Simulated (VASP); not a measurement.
Here is a VASP 6.6.1 calculation.

The input INCAR:

```
SYSTEM = ScGaCl6
ALGO = Normal
EDIFF = 1E-7
ENCUT = 520
GGA = PS
ISIF = 2
ISMEAR = -1
LASPH = .True.
LCHARG = .False.
LREAL = .False.
LWAVE = .False.
NBANDS = 43
NELM = 80
PREC = Accurate
SIGMA = 0.03
```

File KPOINTS:

```
k-points
0
Gamma
  4 4 4
  0 0 0
```

POSCAR

```
ScGaCl6
1.0
    0.0000000000      4.8153426473      4.8153426473
    4.8153426473      0.0000000000      4.8153426473
    4.8153426473      4.8153426473      0.0000000000
Sc Ga Cl
1 1 6
Direct
    0.5000000000      0.5000000000      0.5000000000
    0.0000000000      0.0000000000      0.0000000000
    0.7555289154      0.2444710846      0.2444710846
    0.2444710846      0.7555289154      0.7555289154
    0.2444710846      0.7555289154      0.2444710846
    0.7555289154      0.2444710846      0.7555289154
    0.2444710846      0.2444710846      0.7555289154
    0.7555289154      0.7555289154      0.2444710846
```

Potentials or basis: VASP PAW PBE potentials, release 64 (Sc_sv, Ga_d, Cl).

Run with:

```console
$ cat potpaw_PBE.64/Sc_sv/POTCAR potpaw_PBE.64/Ga_d/POTCAR potpaw_PBE.64/Cl/POTCAR > POTCAR
$ mpirun -np 1 vasp_std > vasp.out
```

Task: Predict the pressure.

Result: 0.0 GPa.

Task: What does it give for the band gap on the k mesh?

Result: 1.78 eV, indirect (least direct gap 1.79 eV).

Task: What does it give for the largest force?

Result: 0.029 eV/Å.

Forces in eV/Å, atoms in the order of the input:
```
Sc   0.000  0.000  0.000
Ga   0.000  0.000  0.000
Cl  -0.029  0.000  0.000
Cl   0.029  0.000  0.000
Cl   0.000 -0.029  0.000
Cl   0.000  0.029  0.000
Cl   0.000  0.000 -0.029
Cl   0.000  0.000  0.029
```

Caveat: the PAW data sets were made with another functional, which shifts forces and pressure a little. As with any semilocal functional, this PBEsol gap is likely too small.
